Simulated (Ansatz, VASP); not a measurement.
## Two plane-wave programs on SnSe3

The input INCAR:

```
SYSTEM = SnSe3
  PREC = Accurate
  ENCUT = 600
  EDIFF = 1E-6
  ISMEAR = 0
  SIGMA = 0.1
  LREAL = .False.
  LASPH = .True.
  NELM = 60
  ALGO = Normal
  ISIF = 3
  LWAVE = .False.
  LCHARG = .False.
  GGA = PE
  IBRION = 2
  NSW = 90
  EDIFFG = -0.04
```

Contents of KPOINTS:

```
Automatic mesh
0
Gamma
  3 3 4
  0 0 0
```

POSCAR

```
SnSe3
1.0
    6.7224793371      0.0000000000      0.0000000000
   -3.3612396686      5.8218378824      0.0000000000
    0.0000000000      0.0000000000      5.3958268949
Sn Se
2 6
Direct
    0.3333333333      0.6666666667      0.2500000000
    0.6666666667      0.3333333333      0.7500000000
    0.8330000000      0.6660000000      0.2500000000
    0.1670000000      0.8330000000      0.7500000000
    0.3340000000      0.1670000000      0.2500000000
    0.1670000000      0.3340000000      0.7500000000
    0.8330000000      0.1670000000      0.2500000000
    0.6660000000      0.8330000000      0.7500000000
```

Input for Ansatz:

```yaml
crystal:
  lattice:
    - [6.7224793371, 0.0, 0.0]
    - [-3.3612396686, 5.8218378824, 0.0]
    - [0.0, 0.0, 5.3958268949]
  atoms:
    - { symbol: Sn, position: [0.3333333333, 0.6666666667, 0.25] }
    - { symbol: Sn, position: [0.6666666667, 0.3333333333, 0.75] }
    - { symbol: Se, position: [0.833, 0.666, 0.25] }
    - { symbol: Se, position: [0.167, 0.833, 0.75] }
    - { symbol: Se, position: [0.334, 0.167, 0.25] }
    - { symbol: Se, position: [0.167, 0.334, 0.75] }
    - { symbol: Se, position: [0.833, 0.167, 0.25] }
    - { symbol: Se, position: [0.666, 0.833, 0.75] }
basis:
  ecutwfc: 420
kpoints:
  mp_grid: { grid: [3, 3, 4] }
hamiltonian:
  xc: pbe
scf:
  occupations: { method: gaussian, width: 0.1 }
  lower_state_search: "off"
output:
  forces: true
  stress: true
  eigenvalues: true
relax:
  adjacent_minimum: "off"
  f_tol: 0.04
  max_steps: 70
  cell: { stress_tol: 0.4 }
```

Alike in both runs: task relaxation of cell and atoms; functional PBE; k mesh 3 × 3 × 4; occupations gaussian, width 0.1 eV; no spin polarisation.

```csv
,VASP,Ansatz
version,VASP 6.6.1,Ansatz 0.2.0
potentials or method,"VASP PAW PBE potentials, release 64 (Sn_d, Se), cutoff 600 eV","scalar-relativistic, plane waves, PAW"
valence electrons in the cell,64,124
```

```tsv
	VASP	Ansatz	Ansatz less VASP
gap on the k mesh at the Fermi level, each at its own relaxed structure (eV)	none	none	-
relaxed volume (Å³/atom)	23.15	23.16	+0.012
relaxed cell length with the largest relative difference (Å)	5.503	5.521	+0.0185
```

A gap of «none» marks a metal or a gap that the smearing closes. VASP's potentials hold 64 valence electrons a cell and Ansatz's 124, so a difference there can come from the potentials and not from the codes.
